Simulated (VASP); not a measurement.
Write the native input for VASP 6.6.1 that does the following.

```
Task                   : single point
Functional             : PBE
Potentials or basis    : VASP PAW PBE potentials, release 64 (Sn_d, O)
Cutoff                 : 520 eV
k mesh                 : 10 × 10 × 10
Occupations            : gaussian, width 0.05 eV
Spin                   : no spin polarisation
Dipole correction      : no
Further INCAR settings : ALGO = Normal; EDIFF = 1e-06; NBANDS = 35
```

The structure of SnO2 lies in POSCAR:

```
SnO2
1.0
   -2.0261375578      2.0261375578      5.1813791924
    2.0261375578     -2.0261375578      5.1813791924
    2.0261375578      2.0261375578     -5.1813791924
Sn O
2 4
Direct
    0.7500000000      0.2500000000      0.5000000000
    0.0000000000      0.0000000000      0.0000000000
    0.7975932597      0.7975932597      0.0000000000
    0.9524067403      0.4524067403      0.5000000000
    0.2024067403      0.2024067403      0.0000000000
    0.5475932597      0.0475932597      0.5000000000
```

One way to write it, as run:

INCAR

```
  PREC = Accurate
  ENCUT = 520
  EDIFF = 1E-6
  ISMEAR = 0
  SIGMA = 0.05
  LREAL = F
  LASPH = T
  NELM = 100
  ALGO = Normal
  ISIF = 2
  LWAVE = F
  LCHARG = T
  GGA = PE
  LELF = T
  LVHAR = T
  NBANDS = 35
```

KPOINTS

```
regular mesh
0
Gamma
  10 10 10
```

Potentials or basis: VASP PAW PBE potentials, release 64 (Sn_d, O).

Run with:

```sh
$ cat potpaw_PBE.64/Sn_d/POTCAR potpaw_PBE.64/O/POTCAR > POTCAR
$ mpirun -np 1 vasp_std > vasp.out
```

It gave:

```
Pressure               : 0.6 GPa
Largest force          : 0.025 eV/Å
Band gap on the k mesh : 1.31 eV (least direct gap 1.64 eV)
```

Caveat: spin-orbit coupling is left out, which moves the levels of the heavy elements.

Run time: 16 min on 1 thread of AMD EPYC 7R43 64-Core Processor (Zen 3) (shared host), peak memory 0.42 GiB.
